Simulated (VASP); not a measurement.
Wanted: the native input for a VASP 6.6.1 run.

```yaml
Task: single point
Functional: r2SCAN
Potentials_or_basis: VASP PAW PBE potentials, release 64 (Ge_d, Sb, Te)
Cutoff: 520 eV
k_mesh: 9 × 9 × 2
Occupations: gaussian, width 0.02 eV
Spin: no spin polarisation
Dipole_correction: no
Further_INCAR_settings: ALGO = Normal; EDIFF = 1e-06; NBANDS = 50
```

Crystal: GeSb4Te7.

```
CELL_PARAMETERS angstrom
4.29280 0.00000 0.00000
-2.14640 3.71767 0.00000
0.00000 0.00000 24.71907
ATOMIC_POSITIONS crystal
Ge 0.00000 0.00000 0.50000
Sb 0.66667 0.33333 0.91939
Sb 0.33333 0.66667 0.35032
Sb 0.33333 0.66667 0.08061
Sb 0.66667 0.33333 0.64968
Te 0.33333 0.66667 0.85072
Te 0.66667 0.33333 0.14928
Te 0.00000 0.00000 0.71808
Te 0.66667 0.33333 0.43179
Te 0.33333 0.66667 0.56821
Te 0.00000 0.00000 0.00000
Te 0.00000 0.00000 0.28192
```

One way to write it, as run:

POSCAR

```
GeSb4Te7
1.0
    4.2927956547      0.0000000000      0.0000000000
   -2.1463978274      3.7176700903      0.0000000000
    0.0000000000      0.0000000000     24.7190711162
Ge Sb Te
1 4 7
Direct
    0.0000000000      0.0000000000      0.5000000000
    0.6666666667      0.3333333333      0.9193854180
    0.3333333333      0.6666666667      0.3503230742
    0.3333333333      0.6666666667      0.0806145820
    0.6666666667      0.3333333333      0.6496769258
    0.3333333333      0.6666666667      0.8507194572
    0.6666666667      0.3333333333      0.1492805428
    0.0000000000      0.0000000000      0.7180756150
    0.6666666667      0.3333333333      0.4317904793
    0.3333333333      0.6666666667      0.5682095207
    0.0000000000      0.0000000000      0.0000000000
    0.0000000000      0.0000000000      0.2819243850
```

INCAR.step1

```
SYSTEM = GeSb4Te7
PREC = Accurate
ENCUT = 520
ISMEAR = 0
SIGMA = 0.02
LREAL = .False.
LASPH = .True.
NELM = 100
NBANDS = 50
GGA = PE
ALGO = Normal
EDIFF = 1E-4
LWAVE = .True.
LCHARG = .False.
```

INCAR.step2

```
SYSTEM = GeSb4Te7
PREC = Accurate
ENCUT = 520
EDIFF = 1E-6
ISMEAR = 0
SIGMA = 0.02
LREAL = .False.
LASPH = .True.
NELM = 100
ALGO = Normal
ISIF = 2
LWAVE = .False.
LCHARG = .False.
METAGGA = R2SCAN
LMIXTAU = .True.
NBANDS = 50
ISTART = 1
```

KPOINTS

```
Automatic mesh
0
Gamma
  9 9 2
  0 0 0
```

Potentials or basis: VASP PAW PBE potentials, release 64 (Ge_d, Sb, Te).

Launch:

```sh
$ cat potpaw_PBE.64/Ge_d/POTCAR potpaw_PBE.64/Sb/POTCAR potpaw_PBE.64/Te/POTCAR > POTCAR
$ cp INCAR.step1 INCAR
$ mpirun -np 1 vasp_std > vasp.out
$ cp INCAR.step2 INCAR
$ mpirun -np 1 vasp_std > vasp.out
```

Results of the run:

The pressure is 0.0 GPa, the largest force is 0.026 eV/Å and the band gap on the k mesh is 0.58 eV.

Caveat: semilocal functionals underestimate gaps, and a narrow one can read as zero; the PAW data sets were made with another functional, which shifts forces and pressure a little; spin-orbit coupling is left out, which moves the levels of the heavy elements.

Wall time 16 min on 1 thread of Intel(R) Xeon(R) 6975P-C (Granite Rapids), with other jobs on the host, peak memory 0.76 GiB.
